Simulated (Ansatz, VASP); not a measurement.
Two plane-wave programs on PtS2

The input POSCAR:

```
PtS2
1.0
    3.5689661661      0.0000000000      0.0000000000
   -1.7844830830      3.0908153651      0.0000000000
    0.0000000000      0.0000000000      5.1463956273
Pt S
1 2
Direct
    0.0000000000      0.0000000000      0.0000000000
    0.3333333333      0.6666666667      0.2367588620
    0.6666666667      0.3333333333      0.7632411380
```

The input INCAR.step1:

```
  ALGO = Normal
  EDIFF = 1E-4
  ENCUT = 520
  GGA = PE
  ISMEAR = 0
  LASPH = T
  LCHARG = F
  LREAL = F
  LWAVE = T
  NBANDS = 18
  NELM = 80
  PREC = Accurate
  SIGMA = 0.01
```

INCAR.step2

```
  ALGO = Normal
  EDIFF = 1E-6
  ENCUT = 520
  ISIF = 2
  ISMEAR = 0
  ISTART = 1
  LASPH = T
  LCHARG = F
  LMIXTAU = T
  LREAL = F
  LWAVE = F
  METAGGA = R2SCAN
  NBANDS = 18
  NELM = 80
  PREC = Accurate
  SIGMA = 0.01
```

Contents of KPOINTS:

```
k-points
0
Gamma
  12 12 6
```

Input for Ansatz:

```yaml
crystal:
  lattice:
    - [3.5689661661, 0.0, 0.0]
    - [-1.784483083, 3.0908153651, 0.0]
    - [0.0, 0.0, 5.1463956273]
  atoms:
    - { symbol: Pt, position: [0.0, 0.0, 0.0] }
    - { symbol: S, position: [0.3333333333, 0.6666666667, 0.236758862] }
    - { symbol: S, position: [0.6666666667, 0.3333333333, 0.763241138] }
kpoints:
  mp_grid: { grid: [12, 12, 6] }
  band_path:
    path:
      - [0.0, 0.0, 0.0]
      - [0.5, 0.0, 0.0]
      - [0.3333333333, 0.3333333333, 0.0]
      - [0.0, 0.0, 0.5]
      - [0.5, 0.0, 0.5]
      - [0.3333333333, 0.3333333333, 0.5]
      - [0.0, 0.25, 0.3333333333]
      - [0.0, 0.169271, 0.182292]
      - [0.0, 0.28125, 0.296875]
    npoints: 1
hamiltonian:
  xc: r2scan
scf:
  occupations: { method: fixed }
  n_extra_bands: 4
output:
  forces: true
  stress: true
  eigenvalues: true
```

Change from the starting cell: hydrostatic strain +0.5%.

Alike in both runs: task single point; functional r2SCAN; k mesh 12 × 12 × 6; no spin polarisation.

|  | VASP | Ansatz |
| --- | --- | --- |
| version | VASP 6.6.1 | Ansatz 0.2.0 |
| potentials or method | VASP PAW PBE potentials, release 64 (Pt, S) | plane waves, PAW |
| plane-wave cutoff (eV) | 520 | 500 |
| occupations | gaussian, width 0.01 eV | fixed |
| valence electrons in the cell | 22 | 30 |

|  | VASP | Ansatz | Ansatz less VASP |
| --- | --- | --- | --- |
| gap on the k mesh at the Fermi level (eV) | 0.88 | 0.89 | +0.007 |
| pressure (GPa) | 0.2 | 0.3 | +0.08 |
| traceless stress, the component that is largest in VASP (GPa) | 0.71 | 0.73 | +0.014 |
| rms of the force components (eV/Å) | 0.023 | 0.020 | -0.0025 |

VASP's potentials were made for PBE, not for r2SCAN. Atom by atom the forces differ by 0.002 eV/Å (rms over components). VASP's potentials hold 22 valence electrons a cell and Ansatz's 30, so a difference there can come from the potentials and not from the codes.

Spin-orbit coupling is off throughout.
